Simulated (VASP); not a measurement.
Wanted: the native input for a VASP 6.6.1 run.

| Property | Result |
| --- | --- |
| Task | single point |
| Functional | LDA |
| Potentials or basis | VASP PAW LDA potentials, release 64 (O, H, S) |
| Cutoff | 520 eV |
| k mesh | 1 × 1 × 1 |
| Occupations | fermi-dirac, width 0.05 eV |
| Spin | no spin polarisation |
| Dipole correction | no |
| Further INCAR settings | LREAL = Auto; ALGO = Normal; EDIFF = 1e-07; NBANDS = 55 |

The structure of H18SO8 lies in POSCAR:

```
H18SO8
1.0
    6.2144650000      0.0000000000      0.0000000000
    0.0000000000      6.2144650000      0.0000000000
    0.0000000000      0.0000000000      6.2144650000
O H S
8 18 1
Direct
    0.6722702598      0.3314846893      0.7194826908
    0.8192982019      0.2597327364      0.0767242232
    0.5134311642      0.7833337222      0.5727765785
    0.8086617271      0.5698962018      0.3592264177
    0.4074526126      0.5455497778      0.9459382264
    0.1949483986      0.2367701805      0.1757995258
    0.3446314365      0.1718410193      0.5302467710
    0.5029877874     -0.0615016739      0.1250308755
    0.7941150204      0.4018527741      0.6258463118
    0.7404981764      0.3114990591      0.8693749180
    0.7205286376      0.1445015782      0.1417016590
    0.9894013403      0.2350966656      0.1137668327
    0.6078882092      0.6802033642      0.4852549656
    0.4556948989      0.7125311672      0.7061911202
    0.8809286077      0.6806056515      0.2568523598
    0.7943563927      0.4389758410      0.2598131939
    0.5234400709      0.4778367888      0.8498398494
    0.4485502775      0.6666221469      1.0298231626
    0.2646084578      0.3589528624      0.0985925578
    0.2720588176      0.2146443821      0.3357167512
    0.4673934120      0.2608752322      0.5866957172
    0.3718099627      0.0171052536      0.5543679142
    0.4975327723     -0.1174356924      0.2769989050
    0.3605298284      0.0231717453      0.1221826819
    0.8416331897      0.8102065101      0.7895611288
    1.1199998713      0.6432733952      0.8885881568
    1.0090973237      0.8270221169      0.9274812876
```

The input as run:

INCAR

```
PREC = Accurate
ENCUT = 520
EDIFF = 1E-7
ISMEAR = -1
SIGMA = 0.05
LREAL = Auto
LASPH = T
NELM = 80
ALGO = Normal
ISIF = 2
LWAVE = F
LCHARG = T
GGA = CA
LELF = T
LVHAR = T
NBANDS = 55
```

KPOINTS

```
regular mesh
0
Gamma
  1 1 1
```

Potentials or basis: VASP PAW LDA potentials, release 64 (O, H, S).

The run is started by

```console
$ cat potpaw_LDA.64/O/POTCAR potpaw_LDA.64/H/POTCAR potpaw_LDA.64/S/POTCAR > POTCAR
$ mpirun -np 1 vasp_gam > vasp.out
```

Results of the run:

```yaml
Pressure: -0.9 GPa
Largest_force: 3.001 eV/Å
```

Caveat: the k points lie up to 1.01 Å⁻¹ apart; the atoms stand as in a frame of molecular dynamics.

Run time: 19 s on 1 thread of AMD EPYC 7R13 Processor (Zen 3), with other jobs on the host, peak memory 0.21 GiB.
